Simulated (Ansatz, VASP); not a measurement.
**LaGa3N4 in VASP and in Ansatz**

```xyz
8
Lattice="3.3331 0.0000 0.0000 -1.6665 2.8865 0.0000 0.0000 0.0000 11.2290" Properties=species:S:1:pos:R:3 pbc="T T T"
Ga    0.0000    1.9243    0.2947
Ga    0.0000    1.9243    5.3420
Ga    1.6665    0.9622    2.8158
La    1.6665    0.9622    8.4228
N     0.0000    1.9243    2.2563
N     0.0000    1.9243    7.2742
N     1.6665    0.9622    4.7821
N     1.6665    0.9622   10.9209
```

Alike in both runs: task single point; functional r2SCAN; k mesh 12 × 12 × 2; no spin polarisation.

```csv
,VASP,Ansatz
version,VASP 6.6.1,Ansatz 0.2.0
potentials or method,"VASP PAW PBE potentials, release 64 (Ga_d, La, N)","plane waves, PAW"
plane-wave cutoff (eV),520,500
occupations,"gaussian, width 0.01 eV",fixed
valence electrons in the cell,70,70
```

VASP gave:

* gap on the k mesh at the Fermi level (eV): 1.15
* pressure (GPa): 0.4
* rms of the force components (eV/Å): 0.024

Task: Estimate Ansatz's values.

Result: gap on the k mesh at the Fermi level (eV): 1.15; pressure (GPa): 0.0; rms of the force components (eV/Å): 0.000.

VASP's potentials were made for PBE, not for r2SCAN. Atom by atom the forces differ by 0.024 eV/Å (rms over components).

Spin-orbit coupling is off throughout.
